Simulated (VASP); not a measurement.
Input of a VASP 6.6.1 run:

The input POSCAR:

```
Ta
1.0
    2.9003720726      0.0000000000      0.0000000000
   -1.4501860363      2.5117958953      0.0000000000
    0.0000000000      0.0000000000      5.3729249600
Ta
2
Direct
    0.6666666667      0.3333333333      0.7500000000
    0.3333333333      0.6666666667      0.2500000000
```

Contents of INCAR.step1:

```
PREC = Accurate ; ENCUT = 520
ISMEAR = 0 ; SIGMA = 0.15
LREAL = F ; LASPH = T
NELM = 80 ; NBANDS = 18
GGA = PE ; ALGO = Normal
EDIFF = 1E-4 ; LWAVE = T
LCHARG = F
```

Contents of INCAR.step2:

```
PREC = Accurate ; ENCUT = 520
EDIFF = 1E-6 ; ISMEAR = 0
SIGMA = 0.15 ; LREAL = F
LASPH = T ; NELM = 80
ALGO = Normal ; ISIF = 2
LWAVE = F ; LCHARG = T
METAGGA = R2SCAN ; LMIXTAU = T
LELF = T ; LVHAR = T
NBANDS = 18 ; ISTART = 1
```

KPOINTS

```
Automatic mesh
0
Gamma
  18 18 10
```

Potentials or basis: VASP PAW PBE potentials, release 64 (Ta_pv).

Run with:

```bash
$ cat potpaw_PBE.64/Ta_pv/POTCAR > POTCAR
$ cp INCAR.step1 INCAR
$ mpirun -np 1 vasp_std > vasp.out
$ cp INCAR.step2 INCAR
$ mpirun -np 1 vasp_std > vasp.out
```

**Question.** Predict the band gap on the k mesh.

**Answer.** Zero (band 11 reaches 6.47 eV, above the bottom of band 12 at 4.35 eV).

**Question.** What does it give for the pressure?

**Answer.** -9.0 GPa.

Stress tensor (GPa, compression positive):
```
 -6.44   0.00   0.00
  0.00  -6.44   0.00
  0.00   0.00 -13.98
```

Caveat: the cell differs from its parent crystal (strain +0.0400 x Voigt [0, 0, 1, 0, 0, 0]); the PAW data sets were made with another functional, which shifts forces and pressure a little; spin-orbit coupling is left out, which moves the levels of the heavy elements.
